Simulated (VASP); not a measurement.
Here is a VASP 6.6.1 calculation.

The input INCAR:

```
SYSTEM = WS2
PREC = Accurate ; ENCUT = 600
EDIFF = 1E-6 ; ISMEAR = 0
SIGMA = 0.02 ; LREAL = .FALSE.
LASPH = .TRUE. ; NELM = 60
ALGO = Normal ; ISIF = 4
LWAVE = .FALSE. ; LCHARG = .FALSE.
GGA = PE ; IBRION = 2
NSW = 50 ; EDIFFG = -0.01
```

File KPOINTS:

```
regular mesh
0
G
  12 12 2
  0 0 0
```

The input POSCAR:

```
WS2
1.0
    3.2192849458      0.0000000000      0.0000000000
   -1.6096424729      2.7879825451      0.0000000000
    0.0000000000      0.0000000000     15.0034319095
W S
2 4
Direct
    0.3333333333      0.6666666667      0.2500000000
    0.6666666667      0.3333333333      0.7500000000
    0.3333333333      0.6666666667      0.6442469363
    0.6666666667      0.3333333333      0.1442469363
    0.3333333333      0.6666666667      0.8557530637
    0.6666666667      0.3333333333      0.3557530637
```

Potentials or basis: VASP PAW PBE potentials, release 64 (W_sv, S).

The run is started by

```sh
$ cat potpaw_PBE.64/W_sv/POTCAR potpaw_PBE.64/S/POTCAR > POTCAR
$ mpirun -np 1 vasp_std > vasp.out
```

(1) Predict the band gap on the k mesh.

Answers

(1) 1.67 eV (least direct gap 1.80 eV).

Caveat: spin-orbit coupling is left out, which moves the levels of the heavy elements.
